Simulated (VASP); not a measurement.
**Yb: single point with PBE**

The system is Yb.

```
Yb
1.0
     0.00000    2.61159    2.61159
     2.61159    0.00000    2.61159
     2.61159    2.61159    0.00000
Yb
1
Direct
  0.00000 0.00000 0.00000
```

* Program: VASP 6.6.1
* Task: single point
* Functional: PBE
* Potentials or basis: VASP PAW PBE potentials, release 64 (Yb)
* Cutoff: 520 eV
* k mesh: 14 × 14 × 14
* Occupations: fermi-dirac, width 0.08 eV
* Spin: no spin polarisation
* Dipole correction: no
* Further INCAR settings: ALGO = Normal; EDIFF = 1e-07; NBANDS = 18

```yaml
Pressure: -0.4 GPa
```

Levels at points of the mesh, in eV from the Fermi level:
| k point | band 10 | band 11 | band 12 | band 13 | band 14 | band 15 |
| --- | --- | --- | --- | --- | --- | --- |
| (0.00, 0.00, 0.00) | -0.38 | -0.38 | -0.38 | 2.83 | 2.83 | 2.83 |
| (0.50, 0.00, 0.00) | -0.40 | -0.40 | -0.38 | 0.35 | 2.61 | 2.61 |
| (0.50, 0.50, 0.00) | -0.42 | -0.41 | -0.41 | 0.04 | 1.72 | 6.55 |

It took 80 s on 1 thread of AMD EPYC 9R45 96-Core Processor (Zen 5), on a shared host, peak memory 0.19 GiB.

Caveat: spin-orbit coupling is left out, which moves the levels of the heavy elements. Spin polarisation is off, so any magnetic state and its effect on volume and gap are missing.
